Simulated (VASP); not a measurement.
**Sc: single point with LDA**

Sc:

```
Sc
1.0
     2.85405    0.00000    0.00000
     0.00000    2.85405    0.00000
     0.00000    0.00000    2.85405
Sc
1
Direct
  0.00000 0.00000 0.00000
```

```
Program                : VASP 6.6.1
Task                   : single point
Functional             : LDA
Potentials or basis    : VASP PAW LDA potentials, release 64 (Sc_sv)
Cutoff                 : 520 eV
k mesh                 : 12 × 12 × 12
Occupations            : fermi-dirac, width 0.136057 eV
Spin                   : no spin polarisation
Dipole correction      : no
Further INCAR settings : ALGO = Normal; EDIFF = 1e-06; NBANDS = 12
```

```json
{
  "Pressure": "0.2 GPa"
}
```

Levels at points of the mesh, in eV from the Fermi level:
| k point | band 2 | band 3 | band 4 | band 5 | band 6 | band 7 | band 8 | band 9 |
| --- | --- | --- | --- | --- | --- | --- | --- | --- |
| (0.00, 0.00, 0.00) | -27.42 | -27.42 | -27.42 | -5.12 | -0.63 | -0.63 | 4.28 | 4.28 |
| (0.50, 0.00, 0.00) | -28.18 | -27.35 | -27.35 | -1.62 | -0.26 | 0.06 | 2.46 | 2.46 |
| (0.50, 0.50, 0.00) | -28.06 | -28.06 | -27.28 | -2.02 | 0.30 | 2.88 | 2.88 | 4.28 |
| (0.50, 0.50, 0.50) | -27.96 | -27.96 | -27.96 | -0.62 | -0.62 | -0.62 | 5.46 | 5.46 |

Wall time 7 s on 1 thread of Intel(R) Xeon(R) Platinum 8559C (Emerald Rapids) (shared host), peak memory 0.14 GiB.
